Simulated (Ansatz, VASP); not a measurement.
**One calculation of I, two programs**

File POSCAR:

```
I
1.0
    0.0000000000      2.3812671275      3.9357338680
    2.2067640717      0.0000000000      3.9357338680
    2.2067640717      2.3812671275      0.0000000000
I
1
Direct
    0.0000000000      0.0000000000      0.0000000000
```

Contents of INCAR.step1:

```
ALGO = Normal
EDIFF = 1E-5
ENCUT = 520
GGA = PE
ISIF = 2
ISMEAR = -1
LASPH = T
LCHARG = F
LREAL = F
LWAVE = T
NBANDS = 10
NELM = 60
PREC = Accurate
SIGMA = 0.05
```

The input INCAR.step2:

```
AEXX = 0.5
ALGO = Normal
EDIFF = 1E-6
ENCUT = 520
ISIF = 2
ISMEAR = -1
ISTART = 1
LASPH = T
LCHARG = F
LHFCALC = T
LMIXTAU = T
LREAL = F
LWAVE = F
METAGGA = R2SCAN
NBANDS = 10
NELM = 60
PREC = Accurate
PRECFOCK = Normal
SIGMA = 0.05
```

The input KPOINTS:

```
k-points
0
Gamma
  5 5 5
```

input.yaml

```yaml
crystal:
  lattice:
    - [0.0, 2.3812671275, 3.935733868]
    - [2.2067640717, 0.0, 3.935733868]
    - [2.2067640717, 2.3812671275, 0.0]
  atoms:
    - { symbol: I, position: [0.0, 0.0, 0.0] }
hamiltonian:
  xc: r2scan50
  pseudopotentials: { kind: paw }
kpoints:
  mp_grid: { grid: [5, 5, 5] }
scf:
  occupations: { method: fermi_dirac, width: 0.05 }
output:
  forces: true
  stress: true
  eigenvalues: true
```

Alike in both runs: task single point; functional r2SCAN50; k mesh 5 × 5 × 5; occupations fermi-dirac, width 0.05 eV; no spin polarisation.

|  | VASP | Ansatz |
| --- | --- | --- |
| version | VASP 6.6.1 | Ansatz 0.2.0 |
| potentials or method | VASP PAW PBE potentials, release 64 (I) | Ansatz PAW |
| plane-wave cutoff (eV) | 520 | 500 |
| valence electrons in the cell | 7 | 17 |

Ansatz gave:

```
gap on the k mesh at the Fermi level (eV)                     : none
pressure (GPa)                                                : -2.8
traceless stress, the component that is largest in VASP (GPa) : 2.63
```

Problem. Estimate VASP's values.

Solution. gap on the k mesh at the Fermi level (eV): none; pressure (GPa): -3.2; traceless stress, the component that is largest in VASP (GPa): 2.86.

VASP's potentials were made for PBE, not for r2SCAN50. A gap of «none» marks a metal or a gap that the smearing closes. With one functional, cell and mesh, what is left measures potentials, basis and numerics. VASP's potentials hold 7 valence electrons a cell and Ansatz's 17, so a difference there can come from the potentials and not from the codes.

The k mesh is coarse, so the values compare programs but aren't converged. Spin-orbit coupling is off throughout.
